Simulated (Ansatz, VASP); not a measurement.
## Two plane-wave programs on TaH4

```xyz
5
Lattice="-2.2827 2.2827 1.4323 2.2827 -2.2827 1.4323 2.2827 2.2827 -1.4323" Properties=species:S:1:pos:R:3 pbc="T T T"
Ta    0.0000    0.0000    1.4323
H     3.2244    0.4961    0.0000
H     1.7866    0.9417    1.4323
H     0.4961    1.3410    0.0000
H    -0.9417    1.7866    1.4323
```

Alike in both runs: functional PBE; k mesh 5 × 5 × 5; occupations gaussian, width 0.15 eV; no spin polarisation.

Ansatz relaxed the structure, and its values are those at the end. VASP's run is a single point on that final structure, the one shown.

|  | VASP | Ansatz |
| --- | --- | --- |
| version | VASP 6.6.1 | Ansatz 0.2.0 |
| potentials or method | VASP PAW PBE potentials, release 64 (Ta_pv, H), cutoff 520 eV | scalar-relativistic, plane waves, PAW |
| valence electrons in the cell | 15 | 17 |

Ansatz gave:

```
gap on the k mesh at the Fermi level (eV) : none
pressure (GPa)                            : 0.0
rms of the force components (eV/Å)        : 0.001
```

Question: What did VASP give for the same quantities?

Answer: gap on the k mesh at the Fermi level (eV): none; pressure (GPa): 0.0; rms of the force components (eV/Å): 0.006.

A gap of «none» marks a metal or a gap that the smearing closes. VASP's potentials hold 15 valence electrons a cell and Ansatz's 17, so a difference there can come from the potentials and not from the codes.

The k mesh is coarse, so the values compare programs but aren't converged. Spin-orbit coupling is off throughout.
